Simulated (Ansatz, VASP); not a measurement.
## One calculation of Mg2SO, two programs

File POSCAR:

```
Mg2SO
1.0
    3.6748652521      0.0000000000      0.0000000000
    0.0000000000      3.6748652521      0.0000000000
    0.0000000000      0.0000000000      4.8839684028
O Mg S
1 2 1
Direct
    0.0000000000      0.0000000000      0.0000000000
    0.0000000000      0.5000000000      0.8113170196
    0.5000000000      0.0000000000      0.1886829804
    0.5000000000      0.5000000000      0.5000000000
```

File INCAR.step1:

```
SYSTEM = Mg2SO
ALGO     = Normal         ! electronic algorithm
EDIFF    = 1E-4           ! SCF threshold, eV
ENCUT    = 520            ! plane-wave cutoff, eV
GGA      = PE             ! functional
ISMEAR   = 0              ! smearing method
LASPH    = .TRUE.         ! aspherical terms in the spheres
LCHARG   = .FALSE.        ! write CHGCAR
LREAL    = .FALSE.        ! projectors in reciprocal space
LWAVE    = .TRUE.         ! write WAVECAR
NBANDS   = 16             ! bands
NELM     = 60             ! most SCF steps
PREC     = Accurate       ! precision mode
SIGMA    = 0.01           ! smearing width, eV
```

Contents of INCAR.step2:

```
SYSTEM = Mg2SO
ALGO     = Normal         ! electronic algorithm
EDIFF    = 1E-6           ! SCF threshold, eV
ENCUT    = 520            ! plane-wave cutoff, eV
ISIF     = 2              ! what is computed and relaxed
ISMEAR   = 0              ! smearing method
ISTART   = 1            
LASPH    = .TRUE.         ! aspherical terms in the spheres
LCHARG   = .TRUE.         ! write CHGCAR
LELF     = .TRUE.         ! ELF
LMIXTAU  = .TRUE.       
LREAL    = .FALSE.        ! projectors in reciprocal space
LVHAR    = .TRUE.       
LWAVE    = .FALSE.        ! write WAVECAR
METAGGA  = R2SCAN         ! meta-GGA
NBANDS   = 16             ! bands
NELM     = 60             ! most SCF steps
PREC     = Accurate       ! precision mode
SIGMA    = 0.01           ! smearing width, eV
```

File KPOINTS:

```
k-points
0
G
  6 6 4
  0 0 0
```

Input for Ansatz:

```yaml
crystal:
  lattice:
    - [3.6748652521, 0.0, 0.0]
    - [0.0, 3.6748652521, 0.0]
    - [0.0, 0.0, 4.8839684028]
  atoms:
    - { symbol: O, position: [0.0, 0.0, 0.0] }
    - { symbol: Mg, position: [0.0, 0.5, 0.8113170196] }
    - { symbol: S, position: [0.5, 0.5, 0.5] }
    - { symbol: Mg, position: [0.5, 0.0, 0.1886829804] }
kpoints:
  mp_grid: { grid: [6, 6, 4] }
hamiltonian:
  xc: r2scan
scf:
  occupations: { method: fixed }
output:
  optics:
    e_range: [0, 13]
    de: 0.05
    sigma: 0.1
    bands: { spectra_wanted_up_to: 13 }
```

Alike in both runs: task single point; functional r2SCAN; k mesh 6 × 6 × 4; no spin polarisation.

|  | VASP | Ansatz |
| --- | --- | --- |
| version | VASP 6.6.1 | Ansatz 0.2.0 |
| potentials or method | VASP PAW PBE potentials, release 64 (O, Mg, S) | plane waves, PAW |
| plane-wave cutoff (eV) | 520 | 500 |
| occupations | gaussian, width 0.01 eV | fixed |
| valence electrons in the cell | 16 | 32 |

VASP gave:

```
gap on the k mesh at the Fermi level (eV) : 2.17
```

Q: Estimate Ansatz's values.

A: gap on the k mesh at the Fermi level (eV): 2.19.

VASP's potentials were made for PBE, not for r2SCAN. VASP's potentials hold 16 valence electrons a cell and Ansatz's 32, so a difference there can come from the potentials and not from the codes.
